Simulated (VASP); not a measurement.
# AgCl (P6_3/mmc) in VASP: settings compared, part 2 of 3

VASP 6.6.1. The steps go on from the part before.

### 3 Single point, LDA

This run uses another cell than the first one, of 22.73 Å³/atom, 0.862 times its volume.

INCAR reads:

```
SYSTEM = AgCl
PREC = Accurate
ENCUT = 520
EDIFF = 1E-6
ISMEAR = -1
SIGMA = 0.02
LREAL = .False.
LASPH = .True.
NELM = 80
ALGO = Normal
ISIF = 2
LWAVE = .False.
LCHARG = .False.
NBANDS = 26
```

KPOINTS reads:

```
Automatic mesh
0
Gamma
  6 6 4
  0 0 0
```

POSCAR reads:

```
AgCl
1.0
    4.3541462255      0.0000000000      0.0000000000
   -2.1770731128      3.7708012431      0.0000000000
    0.0000000000      0.0000000000      5.5388313286
Ag Cl
2 2
Direct
    0.3333333333      0.6666666667      0.2500000000
    0.6666666667      0.3333333333      0.7500000000
    0.6666666667      0.3333333333      0.2500000000
    0.3333333333      0.6666666667      0.7500000000
```

Potentials or basis: VASP PAW LDA potentials, release 64 (Ag, Cl).

Run with:

```bash
> cat potpaw_LDA.64/Ag/POTCAR potpaw_LDA.64/Cl/POTCAR > POTCAR
> mpirun -np 1 vasp_std > vasp.out
```

OUTCAR:

```text
SYSTEM = AgCl
   PREC = Accurate
   ENCUT = 520
   EDIFF = 1E-6
   ISMEAR = -1
   LREAL = .False.
   LASPH = .True.
   NELM = 80
   ISIF = 2

 ion  position               nearest neighbor table
   1  0.333  0.667  0.250-   3 2.51   3 2.51   3 2.51   4 2.77   4 2.77
   2  0.667  0.333  0.750-   4 2.51   4 2.51   4 2.51   3 2.77   3 2.77
   3  0.667  0.333  0.250-   1 2.51   1 2.51   1 2.51   2 2.77   2 2.77
   4  0.333  0.667  0.750-   2 2.51   2 2.51   2 2.51   1 2.77   1 2.77

  LATTYP: Found a hexagonal cell.
 ALAT       =     4.3541462255
 C/A-ratio  =     1.2720820666

  Lattice vectors:

 A1 = (   4.3541462255,   0.0000000000,   0.0000000000)
 A2 = (  -2.1770731128,   3.7708012431,   0.0000000000)
 A3 = (   0.0000000000,   0.0000000000,   5.5388313286)

Analysis of symmetry for initial positions (statically):
=====================================================================
 Subroutine PRICEL returns:
 Original cell was already a primitive cell.

 Routine SETGRP: Setting up the symmetry group for a
 hexagonal supercell.

 Subroutine GETGRP returns: Found 24 space group operations
 (whereof 12 operations were pure point group operations)
 out of a pool of 24 trial point group operations.

The static configuration has the point symmetry D_3d.
 The point group associated with its full space group is D_6h.

Analysis of symmetry for dynamics (positions and initial velocities):
=====================================================================
 Subroutine PRICEL returns:
 Original cell was already a primitive cell.

 Routine SETGRP: Setting up the symmetry group for a
 hexagonal supercell.

 Subroutine GETGRP returns: Found 24 space group operations
 (whereof 12 operations were pure point group operations)
 out of a pool of 24 trial point group operations.

The dynamic configuration has the point symmetry D_3d.
 The point group associated with its full space group is D_6h.

 Subroutine INISYM returns: Found 24 space group operations
 (whereof 12 operations are pure point group operations),
 and found     1 'primitive' translations

----------------------------------------------------------------------------------------

                                     Primitive cell

  volume of cell :      90.9400

  direct lattice vectors                    reciprocal lattice vectors
     4.354146226  0.000000000  0.000000000     0.229666150  0.132597814  0.000000000
    -2.177073113  3.770801243  0.000000000     0.000000000  0.265195627  0.000000000
     0.000000000  0.000000000  5.538831329     0.000000000  0.000000000  0.180543501

  length of vectors
     4.354146226  4.354146226  5.538831329     0.265195627  0.265195627  0.180543501

  position of ions in fractional coordinates (direct lattice)
     0.333333333  0.666666667  0.250000000
     0.666666667  0.333333333  0.750000000
     0.666666667  0.333333333  0.250000000
     0.333333333  0.666666667  0.750000000

  ion indices of the primitive-cell ions
   primitive index   ion index
                 1           1
                 2           2
                 3           3
                 4           4

----------------------------------------------------------------------------------------

 KPOINTS: Automatic mesh

Automatic generation of k-mesh.
 Grid dimensions read from file:
 generate k-points for:    6    6    4

 Generating k-lattice:

  Cartesian coordinates                     Fractional coordinates (reciprocal lattice)
     0.038277692  0.022099636  0.000000000     0.166666667 -0.000000000  0.000000000
     0.000000000  0.044199271  0.000000000     0.000000000  0.166666667  0.000000000
     0.000000000  0.000000000  0.045135875     0.000000000  0.000000000  0.250000000

  Length of vectors
     0.044199271  0.044199271  0.045135875

  Shift w.r.t. Gamma in fractional coordinates (k-lattice)
     0.000000000  0.000000000  0.000000000

 Subroutine IBZKPT returns following result:
 ===========================================

 Found     21 irreducible k-points:

 Following reciprocal coordinates:
            Coordinates               Weight
  0.000000  0.000000  0.000000      1.000000
  0.166667 -0.000000  0.000000      6.000000
  0.333333  0.000000  0.000000      6.000000
  0.500000  0.000000  0.000000      3.000000
  0.166667  0.166667  0.000000      6.000000
  0.333333  0.166667  0.000000     12.000000
[... 13 lines left out ...]
  0.333333  0.166667  0.500000     12.000000
  0.333333  0.333333  0.500000      2.000000
   k-points           NKPTS =     21   k-points in BZ     NKDIM =     21   number of bands    NBANDS=     26
   number of dos      NEDOS =    301   number of ions     NIONS =      4
   total plane-waves  NPLWV =  43008
   dimension x,y,z NGX =    32 NGY =   32 NGZ =   42
   dimension x,y,z NGXF=    64 NGYF=   64 NGZF=   84
   ions per type =               2   2
   NGX,Y,Z   is equivalent  to a cutoff of  12.22, 12.22, 12.61 a.u.
   NGXF,Y,Z  is equivalent  to a cutoff of  24.44, 24.44, 25.21 a.u.
 SYSTEM =  AgCl
   PREC   = accura    normal or accurate (medium, high low for compatibility)
   ISTART =      0    job   : 0-new  1-cont  2-samecut
   ICHARG =      2    charge: 1-file 2-atom 10-const
   ISPIN  =      1    spin polarized calculation?
   LNONCOLLINEAR =      F non collinear calculations
   LSORBIT =      F    spin-orbit coupling
   LASPH  =      T    aspherical Exc in radial PAW
   ENCUT  =  520.0 eV  38.22 Ry    6.18 a.u.   8.10  8.10 10.30*2*pi/ulx,y,z
   NELM   =     80;   NELMIN=  2; NELMDL= -5     # of ELM steps
   EDIFF  = 0.1E-05   stopping-criterion for ELM
   LREAL  =      F    real-space projection
   EDIFFG = 0.1E-04   stopping-criterion for IOM
   NSW    =      0    number of steps for IOM
   IBRION =     -1    ionic relax: 0-MD 1-quasi-New 2-CG
   NFREE  =      0    steps in history (QN), initial steepest desc. (CG)
   ISIF   =      2    stress and relaxation
   ISYM   =      2    0-nonsym 1-usesym 2-fastsym
   POTIM  = 0.5000    time-step for ionic-motion
   TEBEG  =    0.0;   TEEND  =   0.0 temperature during run
   PSTRESS=    0.0 pullay stress
   NELECT =      36.0000    total number of electrons
   NUPDOWN=      -1.0000    fix difference up-down
   EMIN   =  10.00;   EMAX   =-10.00  energy-range for DOS
   EFERMI =   0.00;   METHOD = LEGACY
   ISMEAR =    -1;   SIGMA  =   0.02  broadening in eV -4-tet -1-fermi 0-gaus
   EFERMI_NEDOS =   21; number of points for ismear=-14 and -15
   IALGO  =     38    algorithm
   IMIX   =      4    mixing-type and parameters
     AMIX     =   0.40;   BMIX     =  1.00
     AMIX_MAG =   1.60;   BMIX_MAG =  1.00
  volume/ion in A,a.u.               =      22.73       153.42
  Fermi-wavevector in a.u.,A,eV,Ry     =   1.202054  2.271553 19.659526  1.444934
  Thomas-Fermi vector in A             =   2.337846
   LORBIT       =      0    0 simple, 1 ext, 2 COOP (PROOUT), +10 PAW based schemes
   GGA     = CA    functional components
   LHFCALC =     F    Hartree Fock is set to
   AEXX    =    0.0000 exact exchange contribution
   IVDW    =     0    specifies the selected vdW correction
   LEPSILON=     F    determine dielectric tensor
   LRPA    =     F    only Hartree local field effects (RPA)
 non-spin polarized calculation
  energy-cutoff  :      520.00
  volume of cell :       90.94
 maximum number of plane-waves:      2478
   NGX = 17   NGY = 17   NGZ = 21

 number of electron      35.9999999 magnetization

 Free energy of the ion-electron system (eV)
  ---------------------------------------------------
  ext. energy  EPLUGINS =         0.00000000
  ---------------------------------------------------
  free energy    TOTEN  =       -13.44743738 eV

  energy without entropy =      -13.44743738  energy(sigma->0) =      -13.44743738

 E-fermi :   3.5451     XC(G=0):  -9.8889

 val. band max:        3.0498075461   @ k =   0.3333   0.3333   0.5000
 cond. band min:       4.1017500967   @ k =   0.0000   0.0000   0.0000
 fundamental gap:      1.0519425506
 Fermi energy:         3.5450847841

 k-point     1 :       0.0000    0.0000    0.0000
  band No.  band energies     occupation
      1     -12.2913      2.00000
      2     -11.7777      2.00000
      3      -1.8486      2.00000
      4      -1.8486      2.00000
      5      -1.6016      2.00000
      6      -1.6016      2.00000
[... 598 lines left out ...]
     25      12.2998      0.00000
     26      12.2998      0.00000

------------------------ aborting loop because EDIFF is reached ----------------------------------------

  FORCE on cell =-STRESS in cart. coord.  units (eV):
  Direction    XX          YY          ZZ          XY          YZ          ZX
  --------------------------------------------------------------------------------------
  -------------------------------------------------------------------------------------
  Total        0.0159553      0.0159553     -0.0121096     -0.0000000     -0.0000000     -0.0000000
  in kB        0.2811004      0.2811004     -0.2133463     -0.0000000     -0.0000000     -0.0000000
  external PRESSURE =       0.1162849 kB  Pullay stress =       0.0000000 kB

 VOLUME and BASIS-vectors are now :
 -----------------------------------------------------------------------------
  energy-cutoff  :      520.00
  volume of cell :       90.94
      direct lattice vectors                 reciprocal lattice vectors
     4.354146226  0.000000000  0.000000000     0.229666150  0.132597814  0.000000000
    -2.177073113  3.770801243  0.000000000     0.000000000  0.265195627  0.000000000
     0.000000000  0.000000000  5.538831329     0.000000000  0.000000000  0.180543501

 POSITION                                       TOTAL-FORCE (eV/Angst)
 -----------------------------------------------------------------------------------
     -0.00000      2.51387      1.38471        -0.000000      0.000000      0.000000
      2.17707      1.25693      4.15412         0.000000     -0.000000      0.000000
      2.17707      1.25693      1.38471        -0.000000     -0.000000     -0.000000
     -0.00000      2.51387      4.15412         0.000000     -0.000000      0.000000
 -----------------------------------------------------------------------------------
    total drift:                               -0.000000     -0.000000      0.000000

  FREE ENERGIE OF THE ION-ELECTRON SYSTEM (eV)
  ---------------------------------------------------
  free  energy   TOTEN  =       -13.4474373798 eV

  energy  without entropy=      -13.4474373798  energy(sigma->0) =      -13.44743738
```

stdout:

```text
POSCAR found type information on POSCAR AgCl
 POSCAR found :  2 types and       4 ions
 scaLAPACK will be used
 LDA part: xc-table for (Slater(with rela. corr.)+CA(PZ))
 , standard interpolation
 POSCAR, INCAR and KPOINTS ok, starting setup
 FFT: planning ... GRIDC
 FFT: planning ... GRID_SOFT
 FFT: planning ... GRID
 WAVECAR not read
 entering main loop
```

Run time: 35 s. Hardware: 1 thread of Oxide Virtual Turin-like, shared host; peak memory 0.16 GiB.

What came out:

```
Free energy            : -13.4474 eV
Pressure               : 0.0 GPa
Band gap on the k mesh : 1.05 eV, indirect (least direct gap 1.06 eV)
```

Levels at points of the mesh, in eV from the valence-band top:
```tsv
k point	band 16	band 17	band 18	band 19	band 20	band 21
(0.00, 0.00, 0.00)	-0.38	-0.01	-0.01	1.05	2.72	7.10
(0.50, 0.00, 0.00)	-1.65	-1.64	-1.25	4.06	4.12	6.07
(0.00, 0.00, 0.50)	-0.14	-0.14	-0.14	3.38	3.38	6.98
(0.50, 0.00, 0.50)	-1.38	-0.17	-0.17	4.57	4.57	6.27
```

(Part 2 of 3 ends here.)
